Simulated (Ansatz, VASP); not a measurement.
Au in VASP and in Ansatz

INCAR

```
SYSTEM = Au
ALGO = Normal
EDIFF = 1E-8
ENCUT = 520
GGA = PE
ISIF = 2
ISMEAR = -1
LASPH = .TRUE.
LCHARG = .FALSE.
LEFG = .TRUE.
LREAL = .FALSE.
LWAVE = .FALSE.
NBANDS = 18
NELM = 100
PREC = Accurate
SIGMA = 0.03
```

KPOINTS

```
k-points
0
G
  14 14 8
  0 0 0
```

File POSCAR:

```
Au
1.0
    2.8999984104      0.0000000000      0.0000000000
   -1.4499992052      2.5114722944      0.0000000000
    0.0000000000      0.0000000000      4.8800000000
Au
2
Direct
    0.3333333333      0.6666666667      0.7500000000
    0.6666666667      0.3333333333      0.2500000000
```

Input for Ansatz:

```yaml
crystal:
  lattice:
    - [2.8999984104, 0.0, 0.0]
    - [-1.4499992052, 2.5114722944, 0.0]
    - [0.0, 0.0, 4.88]
  atoms:
    - { symbol: Au, position: [0.3333333333, 0.6666666667, 0.75] }
    - { symbol: Au, position: [0.6666666667, 0.3333333333, 0.25] }
kpoints:
  mp_grid: { grid: [14, 14, 8] }
  band_path:
    path:
      - [0.0, 0.0, 0.0]
      - [0.5, 0.0, 0.0]
      - [0.3333333333, 0.3333333333, 0.0]
      - [0.0, 0.0, 0.0]
      - [0.0, 0.0, 0.5]
      - [0.5, 0.0, 0.5]
      - [0.3333333333, 0.3333333333, 0.5]
      - [0.0, 0.0, 0.5]
      - [0.5, 0.0, 0.5]
    npoints: 14
scf:
  occupations: { method: fermi_dirac, width: 0.03 }
hamiltonian:
  xc: pbe
  pseudopotentials: { kind: paw }
output:
  forces: true
  stress: true
  eigenvalues: true
  efg: { contact_densities: true }
  populations: true
  bader: true
  dos: { projected: true, de: 0.2, e_range: [-14, 8] }
  write_density: true
  write_potential: true
  elf: true
  volumetric_format: npy
```

Alike in both runs: task electric field gradients; functional PBE; k mesh 14 × 14 × 8; occupations fermi-dirac, width 0.03 eV; no spin polarisation.

|  | VASP | Ansatz |
| --- | --- | --- |
| version | VASP 6.6.1 | Ansatz 0.2.0 |
| potentials or method | VASP PAW PBE potentials, release 64 (Au) | PAW with Ansatz's default frozen-core files, scalar-relativistic |
| plane-wave cutoff (eV) | 520 | 420 |
| valence electrons in the cell | 22 | 38 |

|  | VASP | Ansatz | Ansatz less VASP |
| --- | --- | --- | --- |
| pressure (GPa) | 1.8 | 2.0 | +0.23 |
| traceless stress, the component that is largest in VASP (GPa) | -0.45 | -0.45 | -0.001 |
| size of Vzz on the site where it differs most (V/Å²) | 21.9 | 10.8 | -11.15 |

The functional is the same, so the differences come from potentials, cutoffs and numerics. VASP's potentials hold 22 valence electrons a cell and Ansatz's 38, so a difference there can come from the potentials and not from the codes.

Neither program's run includes spin-orbit coupling.
